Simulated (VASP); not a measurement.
# W (I4/mmm) in VASP: notebook, part 3 of 3

VASP 6.6.1.

## 4. Single point, LDA

This run uses another cell than the first one, of the same volume but with other edges.

Input file INCAR:

```
PREC = Accurate
ENCUT = 520
EDIFF = 1E-7
ISMEAR = 0
SIGMA = 0.15
LREAL = F
LASPH = T
NELM = 80
ALGO = Fast
ISIF = 2
LWAVE = F
LCHARG = F
GGA = CA
NBANDS = 13
```

Input file KPOINTS:

```
regular mesh
0
Gamma
  22 22 22
```

Input file POSCAR:

```
W
1.0
    0.0000000000      2.0872129571      1.9202359205
    2.0872129571      0.0000000000      1.9202359205
    2.0872129571      2.0872129571      0.0000000000
W
1
Direct
    0.0000000000      0.0000000000      0.0000000000
```

Potentials or basis: VASP PAW LDA potentials, release 64 (W_sv).

Launch:

```bash
cat potpaw_LDA.64/W_sv/POTCAR > POTCAR
mpirun -np 1 vasp_std > vasp.out
```

OUTCAR:

```text
PREC = Accurate
   ENCUT = 520
   EDIFF = 1E-7
   ISMEAR = 0
   LREAL = F
   LASPH = T
   NELM = 80
   ISIF = 2
   GGA = CA

 ion  position               nearest neighbor table
   1  0.000  0.000  0.000-

  LATTYP: Found a body centered tetragonal cell.
 ALAT       =     2.9517648715
 C/A-ratio  =     1.3010764774

  Lattice vectors:

 A1 = (   0.0000000000,  -2.0872129571,  -1.9202359205)
 A2 = (   0.0000000000,   2.0872129571,  -1.9202359205)
 A3 = (   2.0872129571,   0.0000000000,   1.9202359205)

Analysis of symmetry for initial positions (statically):
=====================================================================
 Subroutine PRICEL returns:
 Original cell was already a primitive cell.

 Routine SETGRP: Setting up the symmetry group for a
 body centered tetragonal supercell.

 Subroutine GETGRP returns: Found 16 space group operations
 (whereof 16 operations were pure point group operations)
 out of a pool of 16 trial point group operations.

The static configuration has the point symmetry D_4h.

Analysis of symmetry for dynamics (positions and initial velocities):
=====================================================================
 Subroutine PRICEL returns:
 Original cell was already a primitive cell.

 Routine SETGRP: Setting up the symmetry group for a
 body centered tetragonal supercell.

 Subroutine GETGRP returns: Found 16 space group operations
 (whereof 16 operations were pure point group operations)
 out of a pool of 16 trial point group operations.

The dynamic configuration has the point symmetry D_4h.

 Subroutine INISYM returns: Found 16 space group operations
 (whereof 16 operations are pure point group operations),
 and found     1 'primitive' translations

----------------------------------------------------------------------------------------

                                     Primitive cell

  volume of cell :      16.7309

  direct lattice vectors                    reciprocal lattice vectors
     0.000000000  2.087212957  1.920235920    -0.239553898  0.239553898  0.260384672
     2.087212957  0.000000000  1.920235920     0.239553898 -0.239553898  0.260384672
     2.087212957  2.087212957  0.000000000     0.239553898  0.239553898 -0.260384672

  length of vectors
     2.836153014  2.836153014  2.951764871     0.427284820  0.427284820  0.427284820

  position of ions in fractional coordinates (direct lattice)
     0.000000000  0.000000000  0.000000000

  ion indices of the primitive-cell ions
   primitive index   ion index
                 1           1

----------------------------------------------------------------------------------------

 KPOINTS: regular mesh

Automatic generation of k-mesh.
 Grid dimensions read from file:
 generate k-points for:   22   22   22

 Generating k-lattice:

  Cartesian coordinates                     Fractional coordinates (reciprocal lattice)
    -0.010888814  0.010888814  0.011835667     0.045454545 -0.000000000  0.000000000
     0.010888814 -0.010888814  0.011835667    -0.000000000  0.045454545  0.000000000
     0.010888814  0.010888814 -0.011835667     0.000000000  0.000000000  0.045454545

  Length of vectors
     0.019422037  0.019422037  0.019422037

  Shift w.r.t. Gamma in fractional coordinates (k-lattice)
     0.000000000  0.000000000  0.000000000

 Subroutine IBZKPT returns following result:
 ===========================================

 Found    834 irreducible k-points:

 Following reciprocal coordinates:
            Coordinates               Weight
  0.000000  0.000000  0.000000      1.000000
  0.045455  0.000000  0.000000      8.000000
  0.090909  0.000000  0.000000      8.000000
  0.136364  0.000000  0.000000      8.000000
  0.181818  0.000000  0.000000      8.000000
  0.227273  0.000000  0.000000      8.000000
[... 16 lines left out ...]
  0.500000  0.045455  0.000000      8.000000
 -0.454545  0.045455  0.000000      8.000000
 [... further k-points ...]
   k-points           NKPTS =    834   k-points in BZ     NKDIM =    834   number of bands    NBANDS=     13
   number of dos      NEDOS =    301   number of ions     NIONS =      1
   total plane-waves  NPLWV =  13824
   dimension x,y,z NGX =    24 NGY =   24 NGZ =   24
   dimension x,y,z NGXF=    48 NGYF=   48 NGZF=   48
   ions per type =               1
   NGX,Y,Z   is equivalent  to a cutoff of  14.07, 14.07, 13.52 a.u.
   NGXF,Y,Z  is equivalent  to a cutoff of  28.14, 28.14, 27.03 a.u.
 SYSTEM =  unknown system
   PREC   = accura    normal or accurate (medium, high low for compatibility)
   ISTART =      0    job   : 0-new  1-cont  2-samecut
   ICHARG =      2    charge: 1-file 2-atom 10-const
   ISPIN  =      1    spin polarized calculation?
   LNONCOLLINEAR =      F non collinear calculations
   LSORBIT =      F    spin-orbit coupling
   LASPH  =      T    aspherical Exc in radial PAW
   ENCUT  =  520.0 eV  38.22 Ry    6.18 a.u.   5.27  5.27  5.49*2*pi/ulx,y,z
   NELM   =     80;   NELMIN=  2; NELMDL= -5     # of ELM steps
   EDIFF  = 0.1E-06   stopping-criterion for ELM
   LREAL  =      F    real-space projection
   EDIFFG = 0.1E-05   stopping-criterion for IOM
   NSW    =      0    number of steps for IOM
   IBRION =     -1    ionic relax: 0-MD 1-quasi-New 2-CG
   NFREE  =      0    steps in history (QN), initial steepest desc. (CG)
   ISIF   =      2    stress and relaxation
   ISYM   =      2    0-nonsym 1-usesym 2-fastsym
   POTIM  = 0.5000    time-step for ionic-motion
   TEBEG  =    0.0;   TEEND  =   0.0 temperature during run
   PSTRESS=    0.0 pullay stress
   NELECT =      14.0000    total number of electrons
   NUPDOWN=      -1.0000    fix difference up-down
   EMIN   =  10.00;   EMAX   =-10.00  energy-range for DOS
   EFERMI =   0.00;   METHOD = LEGACY
   ISMEAR =     0;   SIGMA  =   0.15  broadening in eV -4-tet -1-fermi 0-gaus
   EFERMI_NEDOS =   21; number of points for ismear=-14 and -15
   IALGO  =     68    algorithm
   IMIX   =      4    mixing-type and parameters
     AMIX     =   0.40;   BMIX     =  1.00
     AMIX_MAG =   1.60;   BMIX_MAG =  1.00
  volume/ion in A,a.u.               =      16.73       112.91
  Fermi-wavevector in a.u.,A,eV,Ry     =   1.542688  2.915258 32.380324  2.379887
  Thomas-Fermi vector in A             =   2.648457
   LORBIT       =      0    0 simple, 1 ext, 2 COOP (PROOUT), +10 PAW based schemes
   GGA     = CA    functional components
   LHFCALC =     F    Hartree Fock is set to
   AEXX    =    0.0000 exact exchange contribution
   IVDW    =     0    specifies the selected vdW correction
   LEPSILON=     F    determine dielectric tensor
   LRPA    =     F    only Hartree local field effects (RPA)
 non-spin polarized calculation
 RMM-DIIS sequential band-by-band and
 Gauss-broadening in eV      SIGMA  =   0.15
  energy-cutoff  :      520.00
  volume of cell :       16.73
 maximum number of plane-waves:       471
 NGX is ok and might be reduce to    24

 number of electron      14.0000002 magnetization

 Free energy of the ion-electron system (eV)
  ---------------------------------------------------
  ext. energy  EPLUGINS =         0.00000000
  ---------------------------------------------------
  free energy    TOTEN  =       -13.63325081 eV

  energy without entropy =      -13.62181144  energy(sigma->0) =      -13.62753113

 E-fermi :  10.2454     XC(G=0): -13.5208

 val. band max:       10.2449237894   @ k =   0.1818   0.0455   0.0000
 cond. band min:      10.2472938178   @ k =   0.3636   0.2727   0.0000
 fundamental gap:      0.0023700284
 Fermi energy:        10.2453587480

 k-point     1 :       0.0000    0.0000    0.0000
  band No.  band energies     occupation
      1     -63.1988      2.00000
      2     -27.1069      2.00000
      3     -27.1069      2.00000
      4     -27.0724      2.00000
      5       1.2881      2.00000
      6       9.2318      2.00000
      7       9.2318      2.00000
      8      10.2486      0.97568
      9      11.7343      0.00000
     10      13.1424      0.00000
     11      23.0519      0.00000
     12      27.1410      0.00000
     13      27.1410      0.00000
[... 353 lines left out ...]
 k-point    24 :      -0.4545    0.0455    0.0000
  band No.  band energies     occupation
      1     -63.0973      2.00000
      2     -28.1730      2.00000
      3     -27.3176      2.00000
      4     -27.1889      2.00000
      5       4.6957      2.00000
      6       8.7942      2.00000
      7       9.7037      2.00000
      8      10.7302      0.00000
      9      14.7280      0.00000
     10      15.1117      0.00000
     11      20.2287      0.00000
     12      22.8066      0.00000
     13      28.4167      0.00000

 [... further k-points ...]

------------------------ aborting loop because EDIFF is reached ----------------------------------------

  FORCE on cell =-STRESS in cart. coord.  units (eV):
  Direction    XX          YY          ZZ          XY          YZ          ZX
  --------------------------------------------------------------------------------------
  -------------------------------------------------------------------------------------
  Total       -1.0279438     -1.0279438     -3.2049936      0.0000000     -0.0000000      0.0000000
  in kB      -98.4377907    -98.4377907   -306.9160788      0.0000000     -0.0000000      0.0000000
  external PRESSURE =    -167.9305534 kB  Pullay stress =       0.0000000 kB

 VOLUME and BASIS-vectors are now :
 -----------------------------------------------------------------------------
  energy-cutoff  :      520.00
  volume of cell :       16.73
      direct lattice vectors                 reciprocal lattice vectors
     0.000000000  2.087212957  1.920235920    -0.239553898  0.239553898  0.260384672
     2.087212957  0.000000000  1.920235920     0.239553898 -0.239553898  0.260384672
     2.087212957  2.087212957  0.000000000     0.239553898  0.239553898 -0.260384672

 POSITION                                       TOTAL-FORCE (eV/Angst)
 -----------------------------------------------------------------------------------
      0.00000      0.00000      0.00000         0.000000      0.000000      0.000000
 -----------------------------------------------------------------------------------
    total drift:                               -0.000000      0.000000      0.000000

  FREE ENERGIE OF THE ION-ELECTRON SYSTEM (eV)
  ---------------------------------------------------
  free  energy   TOTEN  =       -13.6332508135 eV

  energy  without entropy=      -13.6218114381  energy(sigma->0) =      -13.62753113
```

OSZICAR:

```text
N       E                     dE             d eps       ncg     rms          rms(c)
DAV:   1     0.843605115660E+02    0.84361E+02   -0.74622E+03 21777   0.121E+03
DAV:   2    -0.126324732177E+02   -0.96993E+02   -0.93459E+02 24314   0.316E+02
DAV:   3    -0.143356910031E+02   -0.17032E+01   -0.16962E+01 24109   0.403E+01
DAV:   4    -0.143431659601E+02   -0.74750E-02   -0.74747E-02 24289   0.295E+00
DAV:   5    -0.143432345597E+02   -0.68600E-04   -0.68601E-04 24264   0.266E-01    0.186E+01
RMM:   6    -0.137726815138E+02    0.57055E+00   -0.45776E-01 23537   0.600E+00    0.728E+00
RMM:   7    -0.136376966388E+02    0.13498E+00   -0.27932E-01 23692   0.463E+00    0.780E-01
RMM:   8    -0.136334435670E+02    0.42531E-02   -0.11022E-02 26829   0.113E+00    0.195E-01
RMM:   9    -0.136332491961E+02    0.19437E-03   -0.15600E-03 26500   0.460E-01    0.212E-02
RMM:  10    -0.136332515225E+02   -0.23264E-05   -0.20453E-04 28220   0.179E-01    0.906E-03
RMM:  11    -0.136332496117E+02    0.19108E-05   -0.41400E-05 27667   0.776E-02    0.474E-03
RMM:  12    -0.136332506041E+02   -0.99240E-06   -0.10487E-05 28636   0.386E-02    0.159E-03
RMM:  13    -0.136332507545E+02   -0.15040E-06   -0.18848E-06 25313   0.165E-02    0.152E-03
RMM:  14    -0.136332508135E+02   -0.58951E-07   -0.59516E-07 20842   0.863E-03
   1 F= -.13633251E+02 E0= -.13627531E+02  d E =-.114394E-01
```

It took 67 s on 1 thread of Intel Xeon 6975P-C (Granite Rapids), shared host; peak memory 0.27 GiB.

Results:

```yaml
Free_energy: -13.6333 eV
Pressure: -16.8 GPa
Band_gap_on_the_k_mesh: zero (band 7 reaches 14.30 eV, above the bottom of band 8 at 9.61 eV)
```

Stress tensor (GPa, compression positive):
```
 -9.84   0.00   0.00
  0.00  -9.84   0.00
  0.00   0.00 -30.69
```

Caveat: spin-orbit coupling is left out, which moves the levels of the heavy elements.

## 5. Single point, LDA

This run uses another cell than the first one, of the same volume but with other edges.

Input file INCAR:

```
SYSTEM = W
ALGO = Fast
EDIFF = 1E-7
ENCUT = 520
GGA = CA
ISIF = 2
ISMEAR = 0
LASPH = .True.
LCHARG = .True.
LELF = .True.
LREAL = .False.
LVHAR = .True.
LWAVE = .False.
NBANDS = 13
NELM = 80
PREC = Accurate
SIGMA = 0.15
```

Input file KPOINTS:

```
k-points
0
Gamma
  22 22 22
  0 0 0
```

Input file POSCAR:

```
W
1.0
    0.0000000000      1.9665204915      2.1631725406
    1.9665204915      0.0000000000      2.1631725406
    1.9665204915      1.9665204915      0.0000000000
W
1
Direct
    0.0000000000      0.0000000000      0.0000000000
```

Launch:

```bash
cat potpaw_LDA.64/W_sv/POTCAR > POTCAR
mpirun -np 1 vasp_std > vasp.out
```

Run time: 65 s. Hardware: 1 thread of Intel Xeon 6975P-C (Granite Rapids), shared host; peak memory 0.27 GiB.

It converged, with:

| Item | Value |
| --- | --- |
| Free energy | -13.6242 eV |
| Pressure | -16.5 GPa |
| Band gap on the k mesh | zero (band 7 reaches 13.81 eV, above the bottom of band 8 at 9.76 eV) |

Stress tensor (GPa, compression positive):
```
-20.11   0.00   0.00
  0.00 -20.11   0.00
  0.00   0.00  -9.18
```

Levels at points of the mesh, in eV from the Fermi level:
```
           k point  band 3  band 4  band 5  band 6  band 7  band 8  band 9  band 10  band 11  band 12
(0.00, 0.00, 0.00)  -37.33  -37.33   -8.98   -1.55   -0.26   -0.26    1.21     3.14    12.81    15.94
(0.50, 0.00, 0.00)  -37.61  -37.40   -5.65   -1.60   -0.28    0.58    4.32     4.97     9.94    12.19
(0.50, 0.50, 0.00)  -37.62  -37.62   -5.60   -4.45    1.74    4.78    5.29     5.29    10.97    12.46
(0.50, 0.00, 0.50)  -37.92  -37.75   -5.50   -4.58    3.54    4.35    4.57     6.20    10.40    11.74
```

Caveat: spin-orbit coupling is left out, which moves the levels of the heavy elements.

## 6. Summary

```csv
cell,further INCAR settings,gap on the mesh (eV),pressure (GPa)
"a = 2.797, b = 2.797, c = 3.119 Å, angles 56.1, 56.1, 67.8°, 1 atom",ALGO = Fast; EDIFF = 1e-06; NBANDS = 13,none,-20.6
"a = 3.051, b = 3.051, c = 2.630 Å, angles 64.5, 64.5, 51.1°, 1 atom",ALGO = Fast; EDIFF = 1e-07; NBANDS = 13,none,-13.2
"a = 2.836, b = 2.836, c = 2.952 Å, angles 58.6, 58.6, 62.7°, 1 atom",ALGO = Fast; EDIFF = 1e-07; NBANDS = 13,none,-16.8
"a = 2.923, b = 2.923, c = 2.781 Å, angles 61.6, 61.6, 56.8°, 1 atom",ALGO = Fast; EDIFF = 1e-07; NBANDS = 13,none,-16.5
```

Alike in all rows: task single point; level LDA; potentials or basis VASP PAW LDA potentials, release 64 (W_sv); no spin polarisation; k mesh 22 × 22 × 22; cutoff (eV) 520; smearing gaussian 0.15 eV.

Caveats: spin-orbit coupling is left out, which moves the levels of the heavy elements.

Absolute energies hang on the potentials; compare differences alone.
